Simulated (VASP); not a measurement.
Wanted: the native input for a VASP 6.6.1 run.

| Item | Value |
| --- | --- |
| Task | relaxation of cell and atoms |
| Functional | LDA |
| Potentials or basis | VASP PAW LDA potentials, release 64 (Al) |
| Cutoff | 600 eV |
| k mesh | 12 × 12 × 12 |
| Occupations | fermi-dirac, width 0.08 eV |
| Spin | no spin polarisation |
| Dipole correction | no |
| Further INCAR settings | ALGO = Normal; EDIFF = 1e-06; IBRION = 2; EDIFFG = -0.005; NSW = 60; ISIF = 3 |

The structure of Al lies in POSCAR:

```
Al
1.0
    0.0000000000      2.7030030601      2.7030030601
    2.7030030601      0.0000000000      2.7030030601
    2.7030030601      2.7030030601      0.0000000000
Al
2
Direct
   -0.1250000000     -0.1250000000     -0.1250000000
    0.1250000000      0.1250000000      0.1250000000
```

One way to write it, as run:

INCAR

```
SYSTEM = Al
  ALGO = Normal
  EDIFF = 1E-6
  EDIFFG = -0.005
  ENCUT = 600
  GGA = CA
  IBRION = 2
  ISIF = 3
  ISMEAR = -1
  LASPH = .TRUE.
  LCHARG = .FALSE.
  LREAL = .FALSE.
  LWAVE = .FALSE.
  NELM = 80
  NSW = 60
  PREC = Accurate
  SIGMA = 0.08
```

KPOINTS

```
k-points
0
G
  12 12 12
  0 0 0
```

Potentials or basis: VASP PAW LDA potentials, release 64 (Al).

Launch:

```console
$ cat potpaw_LDA.64/Al/POTCAR > POTCAR
$ mpirun -np 1 vasp_std > vasp.out
```

Results of the run:

```yaml
Relaxed_volume: 26.40 Å³/atom
Relaxed_cell: a = 4.211 Å, b = 4.211 Å, c = 4.211 Å, α = 60.00°, β = 60.00°, γ = 60.00°
Space_group_after_relaxing_to_0.05_Å: Fd-3m (No. 227)
Energy_gained_by_relaxing: 346.8 meV/atom
Ionic_steps: 4
Pressure_after_relaxing: 0.0 GPa
Band_gap_on_the_k_mesh: zero (band 3 reaches 5.08 eV, above the bottom of band 4 at 1.45 eV)
```

Caveat: the volume moved by over 15 % at a fixed basis, so the end points are rough.

It took 29 s on 1 thread of Intel(R) Xeon(R) Platinum 8488C (Sapphire Rapids), on a shared host, peak memory 0.16 GiB.
